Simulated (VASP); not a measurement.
# Ir (Fm-3m) in VASP: a series of runs, part 2 of 2

VASP 6.6.1.

**3. Relaxation of volume and atoms at fixed shape, PBE+D3(BJ)**

This run uses another cell than the first one, of 14.06 Å³/atom, 0.993 times its volume.

Contents of INCAR:

```
PREC     = Accurate       # precision mode
ENCUT    = 500            # plane-wave cutoff, eV
EDIFF    = 1E-7           # SCF threshold, eV
ISMEAR   = 1              # smearing method
SIGMA    = 0.15           # smearing width, eV
LREAL    = F              # projectors in reciprocal space
LASPH    = T              # aspherical terms in the spheres
NELM     = 120            # most SCF steps
ALGO     = Normal         # electronic algorithm
ISIF     = 8              # what is computed and relaxed
LWAVE    = F              # write WAVECAR
LCHARG   = F              # write CHGCAR
GGA      = PE             # functional
IVDW     = 12             # dispersion correction
IBRION   = 2              # ionic algorithm
NSW      = 80             # ionic steps
EDIFFG   = -0.01          # ionic threshold
GGA_COMPAT= F            
NELMIN   = 4
```

Contents of KPOINTS:

```
Automatic mesh
0
Gamma
  12 12 12
```

Contents of POSCAR:

```
Ir
1.0
    0.0000000000      1.9156000000      1.9156000000
    1.9156000000      0.0000000000      1.9156000000
    1.9156000000      1.9156000000      0.0000000000
Ir
1
Direct
    0.0000000000      0.0000000000      0.0000000000
```

Potentials or basis: VASP PAW PBE potentials, release 64 (Ir).

Launch:

```sh
$ cat potpaw_PBE.64/Ir/POTCAR > POTCAR
$ mpirun -np 1 vasp_std > vasp.out
```

OUTCAR:

```text
PREC = Accurate
   ENCUT = 500
   EDIFF = 1E-7
   ISMEAR = 1
   LREAL = F
   LASPH = T
   NELM = 120
   ISIF = 8
   GGA = PE
   IVDW = 12
   IBRION = 2
   NSW = 80
   EDIFFG = -0.01
   NELMIN = 4
 IVDW          = 12

 ion  position               nearest neighbor table
   1  0.000  0.000  0.000-

  LATTYP: Found a face centered cubic cell.
 ALAT       =     3.8312000000

  Lattice vectors:

 A1 = (   0.0000000000,   1.9156000000,   1.9156000000)
 A2 = (   1.9156000000,   0.0000000000,   1.9156000000)
 A3 = (   1.9156000000,   1.9156000000,   0.0000000000)

Analysis of symmetry for initial positions (statically):
=====================================================================
 Subroutine PRICEL returns:
 Original cell was already a primitive cell.

 Routine SETGRP: Setting up the symmetry group for a
 face centered cubic supercell.

 Subroutine GETGRP returns: Found 48 space group operations
 (whereof 48 operations were pure point group operations)
 out of a pool of 48 trial point group operations.

The static configuration has the point symmetry O_h .

Analysis of symmetry for dynamics (positions and initial velocities):
=====================================================================
 Subroutine PRICEL returns:
 Original cell was already a primitive cell.

 Routine SETGRP: Setting up the symmetry group for a
 face centered cubic supercell.

 Subroutine GETGRP returns: Found 48 space group operations
 (whereof 48 operations were pure point group operations)
 out of a pool of 48 trial point group operations.

The dynamic configuration has the point symmetry O_h .

 Subroutine INISYM returns: Found 48 space group operations
 (whereof 48 operations are pure point group operations),
 and found     1 'primitive' translations

----------------------------------------------------------------------------------------

                                     Primitive cell

  volume of cell :      14.0587

  direct lattice vectors                    reciprocal lattice vectors
     0.000000000  1.915600000  1.915600000    -0.261014826  0.261014826  0.261014826
     1.915600000  0.000000000  1.915600000     0.261014826 -0.261014826  0.261014826
     1.915600000  1.915600000  0.000000000     0.261014826  0.261014826 -0.261014826

  length of vectors
     2.709067500  2.709067500  2.709067500     0.452090940  0.452090940  0.452090940

  position of ions in fractional coordinates (direct lattice)
     0.000000000  0.000000000  0.000000000

  ion indices of the primitive-cell ions
   primitive index   ion index
                 1           1

----------------------------------------------------------------------------------------

 KPOINTS: Automatic mesh

Automatic generation of k-mesh.
 Grid dimensions read from file:
 generate k-points for:   12   12   12

 Generating k-lattice:

  Cartesian coordinates                     Fractional coordinates (reciprocal lattice)
    -0.021751235  0.021751235  0.021751235     0.083333333  0.000000000  0.000000000
     0.021751235 -0.021751235  0.021751235     0.000000000  0.083333333  0.000000000
     0.021751235  0.021751235 -0.021751235     0.000000000  0.000000000  0.083333333

  Length of vectors
     0.037674245  0.037674245  0.037674245

  Shift w.r.t. Gamma in fractional coordinates (k-lattice)
     0.000000000  0.000000000  0.000000000

 Subroutine IBZKPT returns following result:
 ===========================================

 Found     72 irreducible k-points:

 Following reciprocal coordinates:
            Coordinates               Weight
  0.000000  0.000000  0.000000      1.000000
  0.083333  0.000000  0.000000      8.000000
  0.166667  0.000000  0.000000      8.000000
  0.250000  0.000000  0.000000      8.000000
  0.333333  0.000000  0.000000      8.000000
  0.416667  0.000000  0.000000      8.000000
[... 16 lines left out ...]
  0.500000  0.166667  0.000000     24.000000
 -0.416667  0.166667  0.000000     24.000000
 [... further k-points ...]
   k-points           NKPTS =     72   k-points in BZ     NKDIM =     72   number of bands    NBANDS=      8
   number of dos      NEDOS =    301   number of ions     NIONS =      1
   total plane-waves  NPLWV =   8000
   dimension x,y,z NGX =    20 NGY =   20 NGZ =   20
   dimension x,y,z NGXF=    40 NGYF=   40 NGZF=   40
   ions per type =               1
   NGX,Y,Z   is equivalent  to a cutoff of  12.27, 12.27, 12.27 a.u.
   NGXF,Y,Z  is equivalent  to a cutoff of  24.55, 24.55, 24.55 a.u.
 SYSTEM =  unknown system
   PREC   = accura    normal or accurate (medium, high low for compatibility)
   ISTART =      0    job   : 0-new  1-cont  2-samecut
   ICHARG =      2    charge: 1-file 2-atom 10-const
   ISPIN  =      1    spin polarized calculation?
   LNONCOLLINEAR =      F non collinear calculations
   LSORBIT =      F    spin-orbit coupling
   LASPH  =      T    aspherical Exc in radial PAW
   ENCUT  =  500.0 eV  36.75 Ry    6.06 a.u.   4.94  4.94  4.94*2*pi/ulx,y,z
   NELM   =    120;   NELMIN=  4; NELMDL= -5     # of ELM steps
   EDIFF  = 0.1E-06   stopping-criterion for ELM
   LREAL  =      F    real-space projection
   EDIFFG = -.1E-01   stopping-criterion for IOM
   NSW    =     80    number of steps for IOM
   IBRION =      2    ionic relax: 0-MD 1-quasi-New 2-CG
   NFREE  =      1    steps in history (QN), initial steepest desc. (CG)
   ISIF   =      8    stress and relaxation
   ISYM   =      2    0-nonsym 1-usesym 2-fastsym
   POTIM  = 0.5000    time-step for ionic-motion
   TEBEG  =    0.0;   TEEND  =   0.0 temperature during run
   PSTRESS=    0.0 pullay stress
   NELECT =       9.0000    total number of electrons
   NUPDOWN=      -1.0000    fix difference up-down
   EMIN   =  10.00;   EMAX   =-10.00  energy-range for DOS
   EFERMI =   0.00;   METHOD = LEGACY
   ISMEAR =     1;   SIGMA  =   0.15  broadening in eV -4-tet -1-fermi 0-gaus
   EFERMI_NEDOS =   21; number of points for ismear=-14 and -15
   IALGO  =     38    algorithm
   IMIX   =      4    mixing-type and parameters
     AMIX     =   0.40;   BMIX     =  1.00
     AMIX_MAG =   1.60;   BMIX_MAG =  1.00
  volume/ion in A,a.u.               =      14.06        94.87
  Fermi-wavevector in a.u.,A,eV,Ry     =   1.410937  2.666284 27.085691  1.990742
  Thomas-Fermi vector in A             =   2.532839
   LORBIT       =      0    0 simple, 1 ext, 2 COOP (PROOUT), +10 PAW based schemes
   GGA     = PE    functional components
   LHFCALC =     F    Hartree Fock is set to
   AEXX    =    0.0000 exact exchange contribution
   IVDW    =    12    specifies the selected vdW correction
   LEPSILON=     F    determine dielectric tensor
   LRPA    =     F    only Hartree local field effects (RPA)
 conjugate gradient relaxation of ions
 non-spin polarized calculation
 Methfessel and Paxton  Order N= 1 SIGMA  =   0.15
  energy-cutoff  :      500.00
  volume of cell :       14.06
 maximum number of plane-waves:       368
   NGX =  9   NGY =  9   NGZ =  9

--------------------------------------- Ionic step        1  -------------------------------------------

 number of electron       9.0000000 magnetization

 Free energy of the ion-electron system (eV)
  ---------------------------------------------------
  ext. energy  EPLUGINS =         0.00000000
  ---------------------------------------------------
  free energy    TOTEN  =        -8.85086732 eV

  energy without entropy =       -8.85183227  energy(sigma->0) =       -8.85118897

------------------------ aborting loop because EDIFF is reached ----------------------------------------

 Edisp (eV)   -0.73991

 E8    (eV) :    -0.3451

  FORCE on cell =-STRESS in cart. coord.  units (eV):
  Direction    XX          YY          ZZ          XY          YZ          ZX
  --------------------------------------------------------------------------------------
  -------------------------------------------------------------------------------------
  Total       0.25875     0.25875     0.25875     0.00000     0.00000     0.00000
  in kB      29.48770    29.48770    29.48770     0.00000     0.00000     0.00000
  external pressure =       29.49 kB  Pullay stress =        0.00 kB
[... 20 lines left out ...]
  energy  without entropy=       -9.5917458110  energy(sigma->0) =       -9.59110251

--------------------------------------- Ionic step        2  -------------------------------------------

 number of electron       9.0000000 magnetization

 E-fermi :   9.9259     XC(G=0): -13.8052

 val. band max:        9.9003427221   @ k =  -0.2500   0.0833   0.0000
 cond. band min:      10.0271731255   @ k =   0.3333   0.1667   0.0833
 fundamental gap:      0.1268304034
 Fermi energy:         9.9258976775

 k-point     1 :       0.0000    0.0000    0.0000
  band No.  band energies     occupation
      1      -0.9120      2.00000
      2       6.1689      2.00000
      3       6.1689      2.00000
      4       6.1689      2.00000
      5       8.7250      2.00000
      6       8.7250      2.00000
      7      24.2629      0.00000
      8      29.6610      0.00000
[... 289 lines left out ...]
  energy  without entropy=       -9.5784221207  energy(sigma->0) =       -9.57782853

--------------------------------------- Ionic step        3  -------------------------------------------

 number of electron       9.0000000 magnetization

 Free energy of the ion-electron system (eV)
  ---------------------------------------------------
  ext. energy  EPLUGINS =         0.00000000
  ---------------------------------------------------
  free energy    TOTEN  =        -8.85773448 eV

  energy without entropy =       -8.85868396  energy(sigma->0) =       -8.85805097

 E-fermi :  10.4400     XC(G=0): -13.9805

 val. band max:       10.4122009409   @ k =  -0.2500   0.0833   0.0000
 cond. band min:      10.5466322900   @ k =   0.3333   0.1667   0.0833
 fundamental gap:      0.1344313492
 Fermi energy:        10.4400187974

 k-point     1 :       0.0000    0.0000    0.0000
  band No.  band energies     occupation
      1      -0.7226      2.00000
      2       6.5028      2.00000
      3       6.5028      2.00000
      4       6.5028      2.00000
      5       9.1829      2.00000
      6       9.1829      2.00000
      7      24.7132      0.00000
      8      30.2866      0.00000
[... 285 lines left out ...]
  FREE ENERGIE OF THE ION-ELECTRON SYSTEM (eV)
  ---------------------------------------------------
  free  energy   TOTEN  =        -9.5917489648 eV

  energy  without entropy=       -9.5926984534  energy(sigma->0) =       -9.59206546

 reached required accuracy - stopping structural energy minimisation
```

Wall time 8 s (1 thread of Intel Xeon 6975P-C (Granite Rapids), shared host); peak memory 0.14 GiB.

What came out:

| Property | Result |
| --- | --- |
| Free energy | -9.5917 eV |
| Relaxed volume | 14.17 Å³/atom |
| Relaxed cell | a = 2.716 Å, b = 2.716 Å, c = 2.716 Å, α = 60.00°, β = 60.00°, γ = 60.00° |
| Space group after relaxing (to 0.05 Å) | Fm-3m (No. 225) |
| Energy gained by relaxing | 1.0 meV/atom |
| Ionic steps | 3 |
| Pressure after relaxing | 0.0 GPa |
| Dispersion energy per atom | -0.734 eV |

The path:
```csv
step,energy change (eV),largest force (eV/Å),pressure (GPa),volume (Å³)
1,0.0000,0.0000,2.95,14.06
2,0.0132,0.0000,-10.35,14.59
3,-0.0010,0.0000,-0.02,14.17
```

Final structure:
```
Ir
1.0
     0.00000    1.92052    1.92052
     1.92052    0.00000    1.92052
     1.92052    1.92052    0.00000
Ir
1
Direct
  0.00000 0.00000 0.00000
```

Caveat: spin-orbit coupling is left out, which moves the levels of the heavy elements; pairwise dispersion overbinds metals, which lowers pressure and volume. Zero-point motion and thermal expansion aren't in these numbers.
